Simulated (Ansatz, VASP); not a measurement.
## Two plane-wave programs on NiO

```
Ni O
1.0
     0.00000    2.15037    2.15037
     2.15037    0.00000    2.15037
     2.15037    2.15037    0.00000
Ni O
1 1
Direct
  0.00000 0.00000 0.00000
  0.50000 0.50000 0.50000
```

Alike in both runs: task single point; functional PBE; k mesh 10 × 10 × 10; occupations gaussian, width 0.05 eV; collinear spin; Hubbard terms Ni d U = 6.2 eV.

|  | VASP | Ansatz |
| --- | --- | --- |
| version | VASP 6.6.1 | Ansatz 0.2.0 |
| potentials or method | VASP PAW PBE potentials, release 64 (Ni, O), cutoff 520 eV | scalar-relativistic, plane waves, PAW |
| valence electrons in the cell | 16 | 24 |

|  | VASP | Ansatz | Ansatz less VASP |
| --- | --- | --- | --- |
| gap on the k mesh at the Fermi level (eV) | 2.23 | 1.82 | -0.409 |
| least direct gap on the mesh (eV) | 3.01 | 2.87 | -0.141 |
| pressure (GPa) | -11.4 | -4.0 | +7.47 |
| net moment per atom (μB) | 1.00 | 1.00 | 0.000 |
| size of the moment on the site where the two differ most (μB) | 1.83 | 1.74 | -0.086 |

Site moments also hang on the region over which each program counts them. The programs project onto different local orbitals, so the same U acts differently, and such runs can settle in different states. VASP's potentials hold 16 valence electrons a cell and Ansatz's 24, so a difference there can come from the potentials and not from the codes.
